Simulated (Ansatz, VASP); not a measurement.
**Sc in VASP and in Ansatz**

INCAR

```
SYSTEM = Sc
PREC     = Accurate       ! precision mode
ENCUT    = 500            ! plane-wave cutoff, eV
EDIFF    = 1E-7           ! SCF threshold, eV
ISMEAR   = -1             ! smearing method
SIGMA    = 0.05           ! smearing width, eV
LREAL    = .False.        ! projectors in reciprocal space
LASPH    = .True.         ! aspherical terms in the spheres
NELM     = 120            ! most SCF steps
ALGO     = Normal         ! electronic algorithm
ISIF     = 3              ! what is computed and relaxed
LWAVE    = .False.        ! write WAVECAR
LCHARG   = .False.        ! write CHGCAR
GGA      = PE             ! functional
IBRION   = 2              ! ionic algorithm
NSW      = 100            ! ionic steps
EDIFFG   = -0.005         ! ionic threshold
GGA_COMPAT= .False.      
NELMIN   = 4
```

KPOINTS

```
Automatic mesh
0
Gamma
  13 13 13
  0 0 0
```

The input POSCAR:

```
Sc
1.0
   -1.7712839881      1.7712839881      1.7712839881
    1.7712839881     -1.7712839881      1.7712839881
    1.7712839881      1.7712839881     -1.7712839881
Sc
1
Direct
    0.0000000000      0.0000000000      0.0000000000
```

Input for Ansatz:

```yaml
crystal:
  lattice:
    - [-1.7712839881, 1.7712839881, 1.7712839881]
    - [1.7712839881, -1.7712839881, 1.7712839881]
    - [1.7712839881, 1.7712839881, -1.7712839881]
  atoms:
    - { symbol: Sc, position: [0.0, 0.0, 0.0] }
kpoints:
  mp_grid: { grid: [13, 13, 13] }
scf:
  occupations: { method: fermi_dirac, width: 0.05 }
hamiltonian:
  xc: pbe
  pseudopotentials: { kind: paw }
output:
  forces: true
  stress: true
relax:
  f_tol: 0.005
  max_steps: 80
  cell: {}
```

Alike in both runs: task relaxation of cell and atoms; functional PBE; k mesh 13 × 13 × 13; occupations fermi-dirac, width 0.05 eV; no spin polarisation.

|  | VASP | Ansatz |
| --- | --- | --- |
| version | VASP 6.6.1 | Ansatz 0.2.0 |
| potentials or method | VASP PAW PBE potentials, release 64 (Sc_sv) | PAW with Ansatz's default frozen-core files, scalar-relativistic |
| plane-wave cutoff (eV) | 500 | 420 |
| valence electrons in the cell | 11 | 11 |

VASP gave:

| Property | Result |
| --- | --- |
| relaxed volume (Å³/atom) | 24.86 |
| relaxed cell length with the largest relative difference (Å) | 3.185 |

**Question.** Estimate Ansatz's values.

**Answer.** Relaxed volume (Å³/atom): 24.87; relaxed cell length with the largest relative difference (Å): 3.185.
